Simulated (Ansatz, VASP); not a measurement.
# One calculation of WSe2, two programs

The input INCAR:

```
SYSTEM = WSe2
  PREC = Accurate
  ENCUT = 520
  EDIFF = 1E-8
  ISMEAR = -1
  SIGMA = 0.08
  LREAL = .FALSE.
  LASPH = .TRUE.
  NELM = 60
  ALGO = Normal
  ISIF = 2
  LWAVE = .FALSE.
  LCHARG = .FALSE.
  GGA = PE
  LEFG = .TRUE.
  NBANDS = 35
```

The input KPOINTS:

```
Automatic mesh
0
G
  11 11 3
  0 0 0
```

Contents of POSCAR:

```
WSe2
1.0
    3.2789950290      0.0000000000      0.0000000000
   -1.6394975145      2.8396929940      0.0000000000
    0.0000000000      0.0000000000     12.9266217496
W Se
2 4
Direct
    0.3333333333      0.6666666667      0.2500000000
    0.6666666667      0.3333333333      0.7500000000
    0.3333333333      0.6666666667      0.6210000000
    0.6666666667      0.3333333333      0.1210000000
    0.3333333333      0.6666666667      0.8790000000
    0.6666666667      0.3333333333      0.3790000000
```

Input for Ansatz:

```yaml
crystal:
  lattice:
    - [3.278995029, 0.0, 0.0]
    - [-1.6394975145, 2.839692994, 0.0]
    - [0.0, 0.0, 12.9266217496]
  atoms:
    - { symbol: W, position: [0.3333333333, 0.6666666667, 0.25] }
    - { symbol: W, position: [0.6666666667, 0.3333333333, 0.75] }
    - { symbol: Se, position: [0.3333333333, 0.6666666667, 0.621] }
    - { symbol: Se, position: [0.6666666667, 0.3333333333, 0.121] }
    - { symbol: Se, position: [0.3333333333, 0.6666666667, 0.879] }
    - { symbol: Se, position: [0.6666666667, 0.3333333333, 0.379] }
kpoints:
  mp_grid: { grid: [11, 11, 3] }
scf:
  occupations: { method: fermi_dirac, width: 0.08 }
hamiltonian:
  xc: pbe
  pseudopotentials: { kind: all_electron, datasets: crystal }
output:
  forces: true
  stress: true
  eigenvalues: true
  efg: { contact_densities: true }
```

Change from the starting cell: volume scaled by 0.99, crystal datasets.

Alike in both runs: task electric field gradients; functional PBE; k mesh 11 × 11 × 3; occupations fermi-dirac, width 0.08 eV; no spin polarisation.

```csv
,VASP,Ansatz
version,VASP 6.6.1,Ansatz 0.2.0
potentials or method,"VASP PAW PBE potentials, release 64 (W_sv, Se), cutoff 520 eV","all-electron PAW with datasets made for the crystal, scalar-relativistic"
```

```tsv
	VASP	Ansatz	Ansatz less VASP
pressure (GPa)	5.6	5.3	-0.30
traceless stress, the component that is largest in VASP (GPa)	0.92	0.83	-0.092
rms of the force components (eV/Å)	0.183	0.162	-0.0218
size of Vzz on the site where it differs most (V/Å²)	154.4	167.5	+13.09
```

Atom by atom the forces differ by 0.022 eV/Å (rms over components). Ansatz ran all-electron here, and VASP with PAW potentials.

Spin-orbit coupling is off throughout.
